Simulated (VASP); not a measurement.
# WSe2 (Cm) in VASP: further runs

The runs below take WSe2 through single point, with PBE+D3(BJ).

Everything below comes from runs of VASP 6.6.1. Logs are shortened: lines on timing, memory, paths and dates and some standing lists are left out, and cuts for length are marked.

## 1. The cell of the first run

Symmetry: Cm, No. 8, monoclinic system. Conventional cell: a = 5.679 Å, b = 3.279 Å, c = 12.789 Å, α = 90.00°, β = 90.00°, γ = 90.00°. W (site symmetry m) has 6 Se at 2.53 Å and 6 W at 3.28 Å within 3.3 Å. W (site symmetry m) has 6 Se at 2.53 to 2.59 Å and 6 W at 3.28 Å within 3.3 Å. Se (site symmetry m) has 3 W at 2.54 to 2.59 Å and 10 Se at 3.28 to 3.56 Å within 3.6 Å. Se (site symmetry m) has 3 W at 2.53 Å and 7 Se at 3.28 to 3.37 Å within 3.4 Å. Within 3.6 Å of Se (site symmetry m) lie 3 W at 2.53 Å and 10 Se at 3.28 to 3.57 Å. Se (site symmetry m) has 3 W at 2.53 Å and 10 Se at 3.28 to 3.56 Å within 3.6 Å.

## 2. Single point, PBE+D3(BJ) (atom 3 (Se) moved -0.060 Å towards its neighbour atom 2 (W) at 2.534 Å)

Contents of INCAR:

```
SYSTEM = WSe2
PREC = Accurate
ENCUT = 520
EDIFF = 1E-7
ISMEAR = 0
SIGMA = 0.05
LREAL = .False.
LASPH = .True.
NELM = 100
ALGO = Normal
ISIF = 2
LWAVE = .False.
LCHARG = .True.
GGA = PE
IVDW = 12
LELF = .True.
LVHAR = .True.
NBANDS = 35
```

Contents of KPOINTS:

```
Automatic mesh
0
Gamma
  12 12 2
  0 0 0
```

Contents of POSCAR:

```
WSe2
1.0
    3.2790275592      0.0000000000      0.0000000000
   -1.6395137796      2.8397211660      0.0000000000
    0.0000000000      0.0000000000     12.7886113051
W Se
2 4
Direct
    0.3333333333      0.6666666667      0.2500000000
    0.6666666667      0.3333333333      0.7500000000
    0.3491187003      0.6745593501      0.6151726151
    0.6666666667      0.3333333333      0.1182912222
    0.3333333333      0.6666666667      0.8817087778
    0.6666666667      0.3333333333      0.3817087778
```

Potentials or basis: VASP PAW PBE potentials, release 64 (W_sv, Se).

Run with:

```sh
$ cat potpaw_PBE.64/W_sv/POTCAR potpaw_PBE.64/Se/POTCAR > POTCAR
$ mpirun -np 1 vasp_std > vasp.out
```

OUTCAR:

```text
SYSTEM = WSe2
   PREC = Accurate
   ENCUT = 520
   EDIFF = 1E-7
   ISMEAR = 0
   LREAL = .False.
   LASPH = .True.
   NELM = 100
   ISIF = 2
   GGA = PE
   IVDW = 12
 IVDW          = 12

 ion  position               nearest neighbor table
   1  0.333  0.667  0.250-   4 2.53   6 2.53   4 2.53   6 2.53   4 2.53   6 2.53
   2  0.667  0.333  0.750-   5 2.53   5 2.53   5 2.53   3 2.54   3 2.54   3 2.59
   3  0.349  0.675  0.615-   2 2.54   2 2.54   2 2.59
   4  0.667  0.333  0.118-   1 2.53   1 2.53   1 2.53
   5  0.333  0.667  0.882-   2 2.53   2 2.53   2 2.53
   6  0.667  0.333  0.382-   1 2.53   1 2.53   1 2.53

  LATTYP: Found a hexagonal cell.
 ALAT       =     3.2790275592
 C/A-ratio  =     3.9001231537

  Lattice vectors:

 A1 = (   3.2790275592,   0.0000000000,   0.0000000000)
 A2 = (  -1.6395137796,   2.8397211660,   0.0000000000)
 A3 = (   0.0000000000,   0.0000000000,  12.7886113051)

Analysis of symmetry for initial positions (statically):
=====================================================================
 Subroutine PRICEL returns:
 Original cell was already a primitive cell.

 Routine SETGRP: Setting up the symmetry group for a
 hexagonal supercell.

 Subroutine GETGRP returns: Found  2 space group operations
 (whereof  2 operations were pure point group operations)
 out of a pool of 24 trial point group operations.

The static configuration has the point symmetry C_1h.

Analysis of symmetry for dynamics (positions and initial velocities):
=====================================================================
 Subroutine PRICEL returns:
 Original cell was already a primitive cell.

 Routine SETGRP: Setting up the symmetry group for a
 hexagonal supercell.

 Subroutine GETGRP returns: Found  2 space group operations
 (whereof  2 operations were pure point group operations)
 out of a pool of 24 trial point group operations.

The dynamic configuration has the point symmetry C_1h.

 Subroutine INISYM returns: Found  2 space group operations
 (whereof  2 operations are pure point group operations),
 and found     1 'primitive' translations

----------------------------------------------------------------------------------------

                                     Primitive cell

  volume of cell :     119.0815

  direct lattice vectors                    reciprocal lattice vectors
     3.279027559  0.000000000  0.000000000     0.304968465  0.176073625  0.000000000
    -1.639513780  2.839721166  0.000000000     0.000000000  0.352147250  0.000000000
     0.000000000  0.000000000 12.788611305     0.000000000  0.000000000  0.078194573

  length of vectors
     3.279027559  3.279027559 12.788611305     0.352147250  0.352147250  0.078194573

  position of ions in fractional coordinates (direct lattice)
     0.333333333  0.666666667  0.250000000
     0.666666667  0.333333333  0.750000000
     0.349118700  0.674559350  0.615172615
     0.666666667  0.333333333  0.118291222
     0.333333333  0.666666667  0.881708778
     0.666666667  0.333333333  0.381708778

  ion indices of the primitive-cell ions
   primitive index   ion index
                 1           1
                 2           2
                 3           3
                 4           4
                 5           5
                 6           6

----------------------------------------------------------------------------------------

 KPOINTS: Automatic mesh

Automatic generation of k-mesh.
 Grid dimensions read from file:
 generate k-points for:   12   12    2

 Generating k-lattice:

  Cartesian coordinates                     Fractional coordinates (reciprocal lattice)
     0.025414039  0.014672802  0.000000000     0.083333333 -0.000000000  0.000000000
     0.000000000  0.029345604  0.000000000     0.000000000  0.083333333  0.000000000
     0.000000000  0.000000000  0.039097286     0.000000000  0.000000000  0.500000000

  Length of vectors
     0.029345604  0.029345604  0.039097286

  Shift w.r.t. Gamma in fractional coordinates (k-lattice)
     0.000000000  0.000000000  0.000000000

[... 54 lines left out ...]
  band No.  band energies     occupation
      1     -67.8276      2.00000
      2     -67.8246      2.00000
      3     -32.0758      2.00000
      4     -32.0661      2.00000
      5     -31.9583      2.00000
      6     -31.9459      2.00000
[... 27 lines left out ...]
     34       9.4879      0.00000
     35      11.6952      0.00000

 k-point     3 :       0.0000    0.0833    0.0000
  band No.  band energies     occupation
      1     -67.8276      2.00000
      2     -67.8245      2.00000
      3     -32.0758      2.00000
      4     -32.0661      2.00000
      5     -31.9584      2.00000
      6     -31.9459      2.00000
[... 27 lines left out ...]
     34       9.4245      0.00000
     35      11.6913      0.00000

 k-point     4 :       0.1667    0.0000    0.0000
  band No.  band energies     occupation
      1     -67.8257      2.00000
      2     -67.8226      2.00000
      3     -32.0673      2.00000
      4     -32.0580      2.00000
      5     -32.0026      2.00000
      6     -31.9841      2.00000
[... 27 lines left out ...]
     34       9.9176      0.00000
     35      12.5917      0.00000

 k-point     5 :       0.0000    0.1667    0.0000
  band No.  band energies     occupation
      1     -67.8257      2.00000
      2     -67.8226      2.00000
      3     -32.0673      2.00000
      4     -32.0578      2.00000
      5     -32.0027      2.00000
      6     -31.9874      2.00000
[... 638 lines left out ...]
 k-point    22 :       0.3333    0.0833    0.0000
  band No.  band energies     occupation
      1     -67.8189      2.00000
      2     -67.8159      2.00000
      3     -32.1438      2.00000
      4     -32.1231      2.00000
      5     -32.0383      2.00000
      6     -32.0298      2.00000
[... 27 lines left out ...]
     34      10.9834      0.00000
     35      11.3955      0.00000

 k-point    23 :      -0.0833    0.4167    0.0000
  band No.  band energies     occupation
      1     -67.8189      2.00000
      2     -67.8159      2.00000
      3     -32.1439      2.00000
      4     -32.1274      2.00000
      5     -32.0383      2.00000
      6     -32.0294      2.00000
[... 27 lines left out ...]
     34      11.0465      0.00000
     35      11.3808      0.00000

 k-point    24 :      -0.4167    0.3333    0.0000
  band No.  band energies     occupation
      1     -67.8189      2.00000
      2     -67.8159      2.00000
      3     -32.1438      2.00000
      4     -32.1264      2.00000
      5     -32.0383      2.00000
      6     -32.0295      2.00000
[... 27 lines left out ...]
     34      10.9743      0.00000
     35      11.3864      0.00000

 [... further k-points ...]

------------------------ aborting loop because EDIFF is reached ----------------------------------------

 Edisp (eV)   -2.85310

 E8    (eV) :    -1.2726

  FORCE on cell =-STRESS in cart. coord.  units (eV):
  Direction    XX          YY          ZZ          XY          YZ          ZX
  --------------------------------------------------------------------------------------
  -------------------------------------------------------------------------------------
  Total      -0.25079    -0.11478    -0.72620    -0.11778     0.27262     0.47219
  in kB      -3.37418    -1.54436    -9.77067    -1.58468     3.66795     6.35306
  external pressure =       -4.90 kB  Pullay stress =        0.00 kB

 VOLUME and BASIS-vectors are now :
 -----------------------------------------------------------------------------
  energy-cutoff  :      520.00
  volume of cell :      119.08
      direct lattice vectors                 reciprocal lattice vectors
     3.279027559  0.000000000  0.000000000     0.304968465  0.176073625  0.000000000
    -1.639513780  2.839721166  0.000000000     0.000000000  0.352147250  0.000000000
     0.000000000  0.000000000 12.788611305     0.000000000  0.000000000  0.078194573

 POSITION                                       TOTAL-FORCE (eV/Angst)
 -----------------------------------------------------------------------------------
     -0.00000      1.89315      3.19715         0.002493      0.001439     -0.000765
      1.63951      0.94657      9.59146         0.317139      0.183100     -0.526126
      0.03882      1.91556      7.86720        -0.307584     -0.177584      0.559358
      1.63951      0.94657      1.51278        -0.000844     -0.000487     -0.047601
     -0.00000      1.89315     11.27583        -0.014821     -0.008557     -0.012097
      1.63951      0.94657      4.88153         0.003618      0.002089      0.027231
 -----------------------------------------------------------------------------------
    total drift:                               -0.000038     -0.000022      0.000146

  FREE ENERGIE OF THE ION-ELECTRON SYSTEM (eV)
  ---------------------------------------------------
  free  energy   TOTEN  =       -45.9117597922 eV

  energy  without entropy=      -45.9117597922  energy(sigma->0) =      -45.91175979
```

Run time: 2.2 min. Hardware: 1 thread of Intel Xeon 6975P-C (Granite Rapids), shared host; peak memory 0.43 GiB.

Results:

| Property | Result |
| --- | --- |
| Free energy | -45.9118 eV |
| Pressure | -0.5 GPa |
| Largest force | 0.663 eV/Å |
| Band gap on the k mesh | 0.87 eV (least direct gap 1.54 eV) |
| Dispersion energy per atom | -0.476 eV |

Forces in eV/Å, atoms in the order of the input:
```
W    0.002  0.001 -0.001
W    0.317  0.183 -0.526
Se  -0.308 -0.178  0.559
Se  -0.001  0.000 -0.048
Se  -0.015 -0.009 -0.012
Se   0.004  0.002  0.027
```

Stress tensor (GPa, compression positive):
```
-0.34 -0.16  0.64
-0.16 -0.15  0.37
 0.64  0.37 -0.98
```

Levels at points of the mesh, in eV from the valence-band top:
| k point | band 23 | band 24 | band 25 | band 26 | band 27 | band 28 | band 29 | band 30 |
| --- | --- | --- | --- | --- | --- | --- | --- | --- |
| (0.00, 0.00, 0.00) | -1.31 | -1.20 | -0.93 | 0.00 | 2.53 | 2.63 | 2.66 | 2.67 |
| (0.50, 0.00, 0.00) | -1.45 | -1.35 | -1.27 | -1.01 | 2.17 | 2.25 | 2.25 | 2.71 |
| (0.00, 0.50, 0.00) | -1.49 | -1.35 | -1.28 | -0.99 | 2.17 | 2.23 | 2.27 | 2.70 |
| (0.00, 0.00, 0.50) | -1.47 | -1.30 | -0.22 | -0.18 | 2.52 | 2.61 | 2.65 | 2.71 |
| (0.50, 0.00, 0.50) | -1.37 | -1.31 | -1.21 | -1.14 | 2.18 | 2.23 | 2.51 | 2.53 |
| (0.00, 0.50, 0.50) | -1.38 | -1.36 | -1.21 | -1.11 | 2.18 | 2.21 | 2.52 | 2.53 |

Caveat: the cell differs from its parent crystal (atom 3 (Se) moved -0.060 Å towards its neighbour atom 2 (W) at 2.534 Å); spin-orbit coupling is left out, which moves the levels of the heavy elements.

## 3. Single point, PBE+D3(BJ) (atom 3 (Se) moved +0.040 Å towards its neighbour atom 2 (W) at 2.534 Å)

Contents of INCAR:

```
SYSTEM = WSe2
ALGO = Normal ; EDIFF = 1E-6
ENCUT = 520 ; GGA = PE
ISIF = 2 ; ISMEAR = 0
IVDW = 12 ; LASPH = .TRUE.
LCHARG = .TRUE. ; LELF = .TRUE.
LREAL = .FALSE. ; LVHAR = .TRUE.
LWAVE = .FALSE. ; NBANDS = 35
NELM = 100 ; PREC = Accurate
SIGMA = 0.05
```

Contents of KPOINTS:

```
k-points
0
G
  12 12 2
  0 0 0
```

POSCAR, as its differences from that of step 2:

```diff
@@ -10,3 +10,3 @@
     0.6666666667      0.3333333333      0.7500000000
-    0.3491187003      0.6745593501      0.6151726151
+    0.3228097554      0.6614048777      0.6203702936
     0.6666666667      0.3333333333      0.1182912222
```

Potentials or basis: VASP PAW PBE potentials, release 64 (W_sv, Se).

Run with:

```sh
$ cat potpaw_PBE.64/W_sv/POTCAR potpaw_PBE.64/Se/POTCAR > POTCAR
$ mpirun -np 1 vasp_std > vasp.out
```

Run time: 2.1 min. Hardware: 1 thread of Intel Xeon 6975P-C (Granite Rapids), shared host; peak memory 0.43 GiB.

The run converged. Its results:

* Free energy: -45.9192 eV
* Pressure: 0.9 GPa
* Largest force: 0.584 eV/Å
* Band gap on the k mesh: 0.89 eV (least direct gap 1.52 eV)
* Dispersion energy per atom: -0.475 eV

Forces in eV/Å, atoms in the order of the input:
```
W   -0.002 -0.001  0.000
W   -0.257 -0.149  0.404
Se   0.252  0.146 -0.506
Se   0.001  0.000 -0.046
Se   0.008  0.005  0.089
Se  -0.002 -0.001  0.059
```

Stress tensor (GPa, compression positive):
```
 0.77  0.15 -0.52
 0.15  0.60 -0.30
-0.52 -0.30  1.42
```

Levels at points of the mesh, in eV from the valence-band top:
| k point | band 22 | band 23 | band 24 | band 25 | band 26 | band 27 | band 28 | band 29 | band 30 | band 31 |
| --- | --- | --- | --- | --- | --- | --- | --- | --- | --- | --- |
| (0.00, 0.00, 0.00) | -1.49 | -1.47 | -1.20 | -0.97 | 0.00 | 2.56 | 2.62 | 2.66 | 2.66 | 2.71 |
| (0.50, 0.00, 0.00) | -2.45 | -1.53 | -1.40 | -1.33 | -1.09 | 2.12 | 2.18 | 2.28 | 2.66 | 2.93 |
| (0.00, 0.50, 0.00) | -2.45 | -1.50 | -1.41 | -1.31 | -1.09 | 2.13 | 2.18 | 2.27 | 2.67 | 2.91 |
| (0.00, 0.00, 0.50) | -1.51 | -1.50 | -1.50 | -0.23 | -0.19 | 2.55 | 2.61 | 2.63 | 2.67 | 2.82 |
| (0.50, 0.00, 0.50) | -2.63 | -1.42 | -1.38 | -1.27 | -1.22 | 2.12 | 2.16 | 2.50 | 2.51 | 3.32 |
| (0.00, 0.50, 0.50) | -2.60 | -1.40 | -1.38 | -1.26 | -1.22 | 2.14 | 2.16 | 2.50 | 2.51 | 3.32 |

Caveat: the cell differs from its parent crystal (atom 3 (Se) moved +0.040 Å towards its neighbour atom 2 (W) at 2.534 Å); spin-orbit coupling is left out, which moves the levels of the heavy elements.

## 4. Single point, PBE+D3(BJ) (atom 3 (Se) moved -0.020 Å towards its neighbour atom 2 (W) at 2.534 Å)

Contents of INCAR:

```
PREC     = Accurate       # precision mode
ENCUT    = 520            # plane-wave cutoff, eV
EDIFF    = 1E-7           # SCF threshold, eV
ISMEAR   = 0              # smearing method
SIGMA    = 0.05           # smearing width, eV
LREAL    = False          # projectors in reciprocal space
LASPH    = True           # aspherical terms in the spheres
NELM     = 60             # most SCF steps
ALGO     = Normal         # electronic algorithm
ISIF     = 2              # what is computed and relaxed
LWAVE    = False          # write WAVECAR
LCHARG   = False          # write CHGCAR
GGA      = PE             # functional
IVDW     = 12             # dispersion correction
NBANDS   = 35             # bands
```

Contents of KPOINTS:

```
regular mesh
0
Gamma
  12 12 2
```

POSCAR, as its differences from that of step 3:

```diff
@@ -10,3 +10,3 @@
     0.6666666667      0.3333333333      0.7500000000
-    0.3228097554      0.6614048777      0.6203702936
+    0.3385951223      0.6692975612      0.6172516865
     0.6666666667      0.3333333333      0.1182912222
```

Run with:

```sh
$ cat potpaw_PBE.64/W_sv/POTCAR potpaw_PBE.64/Se/POTCAR > POTCAR
$ mpirun -np 1 vasp_std > vasp.out
```

It took 5.2 min on 1 thread of Oxide Virtual Turin-like, shared host; peak memory 0.4 GiB.

Results (log left out):

| Property | Result |
| --- | --- |
| Free energy | -45.9289 eV |
| Pressure | 0.0 GPa |
| Largest force | 0.228 eV/Å |
| Band gap on the k mesh | 0.88 eV (least direct gap 1.56 eV) |
| Dispersion energy per atom | -0.475 eV |

Forces in eV/Å, atoms in the order of the input:
```
W    0.001  0.000  0.000
W    0.114  0.066 -0.185
Se  -0.111 -0.064  0.166
Se   0.000  0.000 -0.047
Se  -0.005 -0.003  0.027
Se   0.001  0.001  0.040
```

Stress tensor (GPa, compression positive):
```
 0.05 -0.06  0.23
-0.06  0.12  0.13
 0.23  0.13 -0.09
```

Levels at points of the mesh, in eV from the valence-band top:
| k point | band 23 | band 24 | band 25 | band 26 | band 27 | band 28 | band 29 | band 30 |
| --- | --- | --- | --- | --- | --- | --- | --- | --- |
| (0.00, 0.00, 0.00) | -1.41 | -1.20 | -0.95 | 0.00 | 2.60 | 2.64 | 2.67 | 2.67 |
| (0.50, 0.00, 0.00) | -1.48 | -1.37 | -1.29 | -1.05 | 2.16 | 2.21 | 2.27 | 2.69 |
| (0.00, 0.50, 0.00) | -1.49 | -1.36 | -1.30 | -1.04 | 2.16 | 2.21 | 2.27 | 2.69 |
| (0.00, 0.00, 0.50) | -1.49 | -1.43 | -0.21 | -0.19 | 2.60 | 2.62 | 2.64 | 2.66 |
| (0.50, 0.00, 0.50) | -1.37 | -1.35 | -1.22 | -1.19 | 2.17 | 2.19 | 2.52 | 2.52 |
| (0.00, 0.50, 0.50) | -1.37 | -1.37 | -1.22 | -1.18 | 2.17 | 2.19 | 2.52 | 2.52 |

Caveat: the cell differs from its parent crystal (atom 3 (Se) moved -0.020 Å towards its neighbour atom 2 (W) at 2.534 Å); spin-orbit coupling is left out, which moves the levels of the heavy elements. A k mesh can miss the band edges.

## 5. Single point, PBE+D3(BJ) (atom 3 (Se) moved +0.100 Å towards its neighbour atom 2 (W) at 2.534 Å)

Contents of INCAR:

```
ALGO = Normal
EDIFF = 1E-6
ENCUT = 520
GGA = PE
ISIF = 2
ISMEAR = 0
IVDW = 12
LASPH = True
LCHARG = False
LREAL = False
LWAVE = False
NBANDS = 35
NELM = 60
PREC = Accurate
SIGMA = 0.05
```

Contents of KPOINTS:

```
k-points
0
Gamma
  12 12 2
```

POSCAR, as its differences from that of step 4:

```diff
@@ -10,3 +10,3 @@
     0.6666666667      0.3333333333      0.7500000000
-    0.3385951223      0.6692975612      0.6172516865
+    0.3070243884      0.6535121942      0.6234889007
     0.6666666667      0.3333333333      0.1182912222
```

Run with:

```sh
$ cat potpaw_PBE.64/W_sv/POTCAR potpaw_PBE.64/Se/POTCAR > POTCAR
$ mpirun -np 1 vasp_std > vasp.out
```

Run time: 6 min. Hardware: 1 thread of Oxide Virtual Turin-like, shared host; peak memory 0.4 GiB.

It converged, with:

| Quantity | Value |
| --- | --- |
| Free energy | -45.8593 eV |
| Pressure | 2.0 GPa |
| Largest force | 1.534 eV/Å |
| Band gap on the k mesh | 0.88 eV (least direct gap 1.46 eV) |
| Dispersion energy per atom | -0.475 eV |

Forces in eV/Å, atoms in the order of the input:
```
W   -0.004 -0.002  0.000
W   -0.725 -0.419  1.102
Se   0.715  0.413 -1.292
Se   0.001  0.001 -0.045
Se   0.017  0.010  0.159
Se  -0.005 -0.003  0.076
```

Stress tensor (GPa, compression positive):
```
 1.68  0.47 -1.45
 0.47  1.14 -0.84
-1.45 -0.84  3.14
```

Levels at points of the mesh, in eV from the valence-band top:
```tsv
k point	band 23	band 24	band 25	band 26	band 27	band 28	band 29	band 30
(0.00, 0.00, 0.00)	-1.49	-1.22	-0.97	0.00	2.42	2.56	2.64	2.64
(0.50, 0.00, 0.00)	-1.60	-1.45	-1.36	-1.14	2.03	2.15	2.27	2.62
(0.00, 0.50, 0.00)	-1.56	-1.44	-1.32	-1.12	2.07	2.16	2.25	2.63
(0.00, 0.00, 0.50)	-1.52	-1.52	-0.27	-0.16	2.41	2.56	2.62	2.66
(0.50, 0.00, 0.50)	-1.50	-1.39	-1.35	-1.24	2.04	2.15	2.46	2.49
(0.00, 0.50, 0.50)	-1.51	-1.40	-1.26	-1.24	2.07	2.15	2.47	2.49
```

Caveat: the cell differs from its parent crystal (atom 3 (Se) moved +0.100 Å towards its neighbour atom 2 (W) at 2.534 Å); spin-orbit coupling is left out, which moves the levels of the heavy elements; forces of over 1 eV/Å act on the atoms, so gaps and moduli don't describe the material at rest.

## 6. The runs side by side

```tsv
cell	gap on the mesh (eV)	pressure (GPa)	largest force (eV/Å)
as given, atomic positions A	0.87	-0.5	0.66
as given, atomic positions B	0.89	0.9	0.58
as given, atomic positions C	0.88	0.0	0.23
as given, atomic positions D	0.88	2.0	1.53
```

Alike in all rows: task single point; level PBE+D3(BJ); potentials or basis VASP PAW PBE potentials, release 64 (W_sv, Se); no spin polarisation; k mesh 12 × 12 × 2; cutoff (eV) 520; smearing gaussian 0.05 eV.

Caveats: spin-orbit coupling is left out, which moves the levels of the heavy elements; forces of over 1 eV/Å act on the atoms, so gaps and moduli don't describe the material at rest (at least some runs).

Absolute energies hang on the potentials; compare differences alone.
